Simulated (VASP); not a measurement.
# SnO (Pmn2_1) in VASP: further runs, part 2 of 2

VASP 6.6.1.

**4. Single point, LDA**

Contents of INCAR:

```
SYSTEM = SnO
PREC     = Accurate       ! precision mode
ENCUT    = 910            ! plane-wave cutoff, eV
EDIFF    = 1E-6           ! SCF threshold, eV
ISMEAR   = 0              ! smearing method
SIGMA    = 0.01           ! smearing width, eV
LREAL    = .FALSE.        ! projectors in reciprocal space
LASPH    = .TRUE.         ! aspherical terms in the spheres
NELM     = 120            ! most SCF steps
ALGO     = Normal         ! electronic algorithm
ISIF     = 2              ! what is computed and relaxed
LWAVE    = .FALSE.        ! write WAVECAR
LCHARG   = .FALSE.        ! write CHGCAR
NBANDS   = 28             ! bands
GGA_COMPAT= .FALSE.
```

Contents of KPOINTS:

```
Automatic mesh
0
Gamma
  3 2 3
  0.5 0.5 0.5
```

Contents of POSCAR:

```
SnO
1.0
    3.2775696298      0.0000000000      0.0000000000
    0.0000000000      5.6233191226      0.0000000000
    0.0000000000      0.0000000000      3.6668058090
Sn O
2 2
Direct
    0.0000000000      0.2393682841      0.5385847834
    0.5000000000      0.7606317159      0.0385847834
    0.0000000000      0.8785652791      0.7114162166
    0.5000000000      0.1214347209      0.2114162166
```

Potentials or basis: VASP PAW LDA potentials, release 64 (Sn_d, O_h).

Run with:

```
$ cat potpaw_LDA.64/Sn_d/POTCAR potpaw_LDA.64/O_h/POTCAR > POTCAR
$ mpirun -np 1 vasp_std > vasp.out
```

OUTCAR:

```text
SYSTEM = SnO
   PREC = Accurate
   ENCUT = 910
   EDIFF = 1E-6
   ISMEAR = 0
   LREAL = .FALSE.
   LASPH = .TRUE.
   NELM = 120
   ISIF = 2

 ion  position               nearest neighbor table
   1  0.000  0.239  0.539-   3 2.13   4 2.14   4 2.14   2 3.65   2 3.65   2 3.65   2 3.65
   2  0.500  0.761  0.039-   4 2.13   3 2.14   3 2.14   1 3.65   1 3.65   1 3.65   1 3.65
   3  0.000  0.879  0.711-   1 2.13   2 2.14   2 2.14
   4  0.500  0.121  0.211-   2 2.13   1 2.14   1 2.14

  LATTYP: Found a simple orthorhombic cell.
 ALAT       =     3.2775696298
 B/A-ratio  =     1.1187575622
 C/A-ratio  =     1.7156978364

  Lattice vectors:

 A1 = (  -3.2775696298,   0.0000000000,   0.0000000000)
 A2 = (   0.0000000000,   0.0000000000,   3.6668058090)
 A3 = (   0.0000000000,   5.6233191226,   0.0000000000)

Analysis of symmetry for initial positions (statically):
=====================================================================
 Subroutine PRICEL returns:
 Original cell was already a primitive cell.

 Routine SETGRP: Setting up the symmetry group for a
 simple orthorhombic supercell.

 Subroutine GETGRP returns: Found  4 space group operations
 (whereof  2 operations were pure point group operations)
 out of a pool of  8 trial point group operations.

The static configuration has the point symmetry C_1h.
 The point group associated with its full space group is C_2v.

Analysis of symmetry for dynamics (positions and initial velocities):
=====================================================================
 Subroutine PRICEL returns:
 Original cell was already a primitive cell.

 Routine SETGRP: Setting up the symmetry group for a
 simple orthorhombic supercell.

 Subroutine GETGRP returns: Found  4 space group operations
 (whereof  2 operations were pure point group operations)
 out of a pool of  8 trial point group operations.

The dynamic configuration has the point symmetry C_1h.
 The point group associated with its full space group is C_2v.

 Subroutine INISYM returns: Found  4 space group operations
 (whereof  2 operations are pure point group operations),
 and found     1 'primitive' translations

----------------------------------------------------------------------------------------

                                     Primitive cell

  volume of cell :      67.5822

  direct lattice vectors                    reciprocal lattice vectors
     3.277569630  0.000000000  0.000000000     0.305104121  0.000000000  0.000000000
     0.000000000  5.623319123  0.000000000     0.000000000  0.177830918  0.000000000
     0.000000000  0.000000000  3.666805809     0.000000000  0.000000000  0.272716924

  length of vectors
     3.277569630  5.623319123  3.666805809     0.305104121  0.177830918  0.272716924

  position of ions in fractional coordinates (direct lattice)
     0.000000000  0.239368284  0.538584783
     0.500000000  0.760631716  0.038584783
     0.000000000  0.878565279  0.711416217
     0.500000000  0.121434721  0.211416217

  ion indices of the primitive-cell ions
   primitive index   ion index
                 1           1
                 2           2
                 3           3
                 4           4

----------------------------------------------------------------------------------------

 KPOINTS: Automatic mesh

Automatic generation of k-mesh.
 Grid dimensions read from file:
 generate k-points for:    3    2    3

 Generating k-lattice:

  Cartesian coordinates                     Fractional coordinates (reciprocal lattice)
     0.101701374  0.000000000  0.000000000     0.333333333  0.000000000  0.000000000
     0.000000000  0.088915459  0.000000000     0.000000000  0.500000000  0.000000000
     0.000000000  0.000000000  0.090905641     0.000000000  0.000000000  0.333333333

  Length of vectors
     0.101701374  0.088915459  0.090905641

  Shift w.r.t. Gamma in fractional coordinates (k-lattice)
     0.500000000  0.500000000  0.500000000

 Subroutine IBZKPT returns following result:
 ===========================================

 Found      4 irreducible k-points:

 Following reciprocal coordinates:
            Coordinates               Weight
  0.166667  0.250000  0.166667      8.000000
  0.500000  0.250000  0.166667      4.000000
  0.166667  0.250000  0.500000      4.000000
  0.500000  0.250000  0.500000      2.000000
   k-points           NKPTS =      4   k-points in BZ     NKDIM =      4   number of bands    NBANDS=     28
   number of dos      NEDOS =    301   number of ions     NIONS =      4
   total plane-waves  NPLWV =  64512
   dimension x,y,z NGX =    32 NGY =   56 NGZ =   36
   dimension x,y,z NGXF=    64 NGYF=  112 NGZF=   72
   ions per type =               2   2
   NGX,Y,Z   is equivalent  to a cutoff of  16.23, 16.56, 16.32 a.u.
   NGXF,Y,Z  is equivalent  to a cutoff of  32.46, 33.11, 32.64 a.u.
 SYSTEM =  SnO
   PREC   = accura    normal or accurate (medium, high low for compatibility)
   ISTART =      0    job   : 0-new  1-cont  2-samecut
   ICHARG =      2    charge: 1-file 2-atom 10-const
   ISPIN  =      1    spin polarized calculation?
   LNONCOLLINEAR =      F non collinear calculations
   LSORBIT =      F    spin-orbit coupling
   LASPH  =      T    aspherical Exc in radial PAW
   ENCUT  =  910.0 eV  66.88 Ry    8.18 a.u.   8.06 13.83  9.02*2*pi/ulx,y,z
   NELM   =    120;   NELMIN=  2; NELMDL= -5     # of ELM steps
   EDIFF  = 0.1E-05   stopping-criterion for ELM
   LREAL  =      F    real-space projection
   EDIFFG = 0.1E-04   stopping-criterion for IOM
   NSW    =      0    number of steps for IOM
   IBRION =     -1    ionic relax: 0-MD 1-quasi-New 2-CG
   NFREE  =      0    steps in history (QN), initial steepest desc. (CG)
   ISIF   =      2    stress and relaxation
   ISYM   =      2    0-nonsym 1-usesym 2-fastsym
   POTIM  = 0.5000    time-step for ionic-motion
   TEBEG  =    0.0;   TEEND  =   0.0 temperature during run
   PSTRESS=    0.0 pullay stress
   NELECT =      40.0000    total number of electrons
   NUPDOWN=      -1.0000    fix difference up-down
   EMIN   =  10.00;   EMAX   =-10.00  energy-range for DOS
   EFERMI =   0.00;   METHOD = LEGACY
   ISMEAR =     0;   SIGMA  =   0.01  broadening in eV -4-tet -1-fermi 0-gaus
   EFERMI_NEDOS =   21; number of points for ismear=-14 and -15
   IALGO  =     38    algorithm
   IMIX   =      4    mixing-type and parameters
     AMIX     =   0.40;   BMIX     =  1.00
     AMIX_MAG =   1.60;   BMIX_MAG =  1.00
  volume/ion in A,a.u.               =      16.90       114.02
  Fermi-wavevector in a.u.,A,eV,Ry     =   1.374519  2.597464 25.705508  1.889302
  Thomas-Fermi vector in A             =   2.499938
   LORBIT       =      0    0 simple, 1 ext, 2 COOP (PROOUT), +10 PAW based schemes
   GGA     = CA    functional components
   LHFCALC =     F    Hartree Fock is set to
   AEXX    =    0.0000 exact exchange contribution
   IVDW    =     0    specifies the selected vdW correction
   LEPSILON=     F    determine dielectric tensor
   LRPA    =     F    only Hartree local field effects (RPA)
 non-spin polarized calculation
 Gauss-broadening in eV      SIGMA  =   0.01
  energy-cutoff  :      910.00
  volume of cell :       67.58
 maximum number of plane-waves:      4228
 NGX is ok and might be reduce to    32
   NGX = 17   NGY = 27   NGZ = 19

 number of electron      40.0000004 magnetization

 Free energy of the ion-electron system (eV)
  ---------------------------------------------------
  ext. energy  EPLUGINS =         0.00000000
  ---------------------------------------------------
  free energy    TOTEN  =       -25.37102175 eV

  energy without entropy =      -25.37102175  energy(sigma->0) =      -25.37102175

 E-fermi :   6.2934     XC(G=0): -10.9112

 val. band max:        6.1787861833   @ k =   0.1667   0.2500   0.1667
 cond. band min:       8.7509331568   @ k =   0.5000   0.2500   0.1667
 fundamental gap:      2.5721469735
 Fermi energy:         6.2934240652

 k-point     1 :       0.1667    0.2500    0.1667
  band No.  band energies     occupation
      1     -14.5267      2.00000
      2     -14.2495      2.00000
      3     -14.0965      2.00000
      4     -14.0838      2.00000
      5     -14.0394      2.00000
      6     -14.0218      2.00000
[... 20 lines left out ...]
     27      16.7964      0.00000
[... 71 lines left out ...]
      6     -13.9667      2.00000
[... 20 lines left out ...]
     27      16.5172      0.00000
     28      16.5172      0.00000

------------------------ aborting loop because EDIFF is reached ----------------------------------------

  FORCE on cell =-STRESS in cart. coord.  units (eV):
  Direction    XX          YY          ZZ          XY          YZ          ZX
  --------------------------------------------------------------------------------------
  -------------------------------------------------------------------------------------
  Total        0.1175249      0.1284772      0.0558782      0.0000000      0.0000000      0.0000000
  in kB        2.7861720      3.0458197      1.3247083      0.0000000      0.0000000      0.0000000
  external PRESSURE =       2.3855667 kB  Pullay stress =       0.0000000 kB

 VOLUME and BASIS-vectors are now :
 -----------------------------------------------------------------------------
  energy-cutoff  :      910.00
  volume of cell :       67.58
      direct lattice vectors                 reciprocal lattice vectors
     3.277569630  0.000000000  0.000000000     0.305104121  0.000000000  0.000000000
     0.000000000  5.623319123  0.000000000     0.000000000  0.177830918  0.000000000
     0.000000000  0.000000000  3.666805809     0.000000000  0.000000000  0.272716924

 POSITION                                       TOTAL-FORCE (eV/Angst)
 -----------------------------------------------------------------------------------
      0.00000      1.34604      1.97489         0.000000      0.098385      0.033801
      1.63878      4.27727      0.14148         0.000000     -0.098385      0.033801
      0.00000      4.94045      2.60863         0.000000      0.003299     -0.033801
      1.63878      0.68287      0.77522         0.000000     -0.003299     -0.033801
 -----------------------------------------------------------------------------------
    total drift:                                0.000000     -0.000000      0.000553

  FREE ENERGIE OF THE ION-ELECTRON SYSTEM (eV)
  ---------------------------------------------------
  free  energy   TOTEN  =       -25.3710217480 eV

  energy  without entropy=      -25.3710217480  energy(sigma->0) =      -25.37102175
```

Run time: 11 s. Hardware: 1 thread of Intel Xeon Platinum 8488C (Sapphire Rapids), shared host; peak memory 0.19 GiB.

What came out:

```
Free energy            : -25.3710 eV
Pressure               : 0.2 GPa
Largest force          : 0.104 eV/Å
Band gap on the k mesh : 2.57 eV, indirect (least direct gap 3.17 eV)
```

Forces in eV/Å, atoms in the order of the input:
```
Sn   0.000  0.098  0.034
Sn   0.000 -0.098  0.034
O    0.000  0.003 -0.034
O    0.000 -0.003 -0.034
```

Caveat: the k points lie up to 0.64 Å⁻¹ apart; the cutoff is under 1.25 times the usual one of these potentials, so pressure, stress and relaxed cells hold a basis-set (Pulay) error; spin-orbit coupling is left out, which moves the levels of the heavy elements. A k mesh can miss the band edges.

**5. Summary**

```tsv
task	potentials or basis	cell	cutoff (eV)	second run	gap on the mesh (eV)	pressure (GPa)	largest force (eV/Å)
single point	VASP PAW LDA potentials, release 64 (Sn_d, O)	a = 3.278, b = 5.623, c = 3.667 Å, 4 atoms	520	-	2.57	0.4	0.12
relaxation of cell and atoms	VASP PAW LDA potentials, release 64 (Sn_d, O)	relaxed from a = 3.355, b = 5.674, c = 4.222 Å, 4 atoms	600	-	2.56	0.0	-
single point	VASP PAW LDA potentials, release 64 (Sn_d, O_h)	a = 3.278, b = 5.623, c = 3.667 Å, 4 atoms	910	hard_potentials	2.57	0.2	0.10
```

Alike in all rows: level LDA; no spin polarisation; k mesh 3 × 2 × 3, shifted; smearing gaussian 0.01 eV.

Caveats: all runs use coarse meshes; spin-orbit coupling is left out, which moves the levels of the heavy elements; the cutoff is under 1.25 times the usual one of these potentials, so pressure, stress and relaxed cells hold a basis-set (Pulay) error (some runs).

Total energies depend on the potentials used, so only differences within one code and one set of settings carry meaning.
